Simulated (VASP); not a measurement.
Set up this calculation in VASP 6.6.1, as the native input.

* Task: single point
* Functional: PBEsol
* Potentials or basis: VASP PAW PBE potentials, release 64 (Cu)
* Cutoff: 520 eV
* k mesh: 24 × 24 × 12
* Occupations: gaussian, width 0.15 eV
* Spin: no spin polarisation
* Dipole correction: no
* Further INCAR settings: ALGO = Fast; EDIFF = 1e-07; NBANDS = 18

The structure of Cu lies in POSCAR:

```
Cu
1.0
    2.5974490865      0.0000000000      0.0000000000
   -1.2987245433      2.2494568940      0.0000000000
    0.0000000000      0.0000000000      4.0097567250
Cu
2
Direct
    0.3333333333      0.6666666667      0.2500000000
    0.6666666667      0.3333333333      0.7500000000
```

This cell differs from its parent crystal: strain +0.025 along x and y, -0.025 along z.

One way to write it, as run:

INCAR

```
SYSTEM = Cu
PREC = Accurate
ENCUT = 520
EDIFF = 1E-7
ISMEAR = 0
SIGMA = 0.15
LREAL = .FALSE.
LASPH = .TRUE.
NELM = 80
ALGO = Fast
ISIF = 2
LWAVE = .FALSE.
LCHARG = .FALSE.
GGA = PS
NBANDS = 18
```

KPOINTS

```
Automatic mesh
0
G
  24 24 12
  0 0 0
```

Potentials or basis: VASP PAW PBE potentials, release 64 (Cu).

Command:

```sh
$ cat potpaw_PBE.64/Cu/POTCAR > POTCAR
$ mpirun -np 1 vasp_std > vasp.out
```

Results of the run:

```
Pressure               : -4.0 GPa
Band gap on the k mesh : zero (band 11 reaches 11.26 eV, above the bottom of band 12 at 5.55 eV)
```

Caveat: the cell differs from its parent crystal (strain +0.025 along x and y, -0.025 along z); the PAW data sets were made with another functional, which shifts forces and pressure a little.

Wall time 76 s on 1 thread of Intel(R) Xeon(R) 6975P-C (Granite Rapids), with other jobs on the host, peak memory 0.25 GiB.
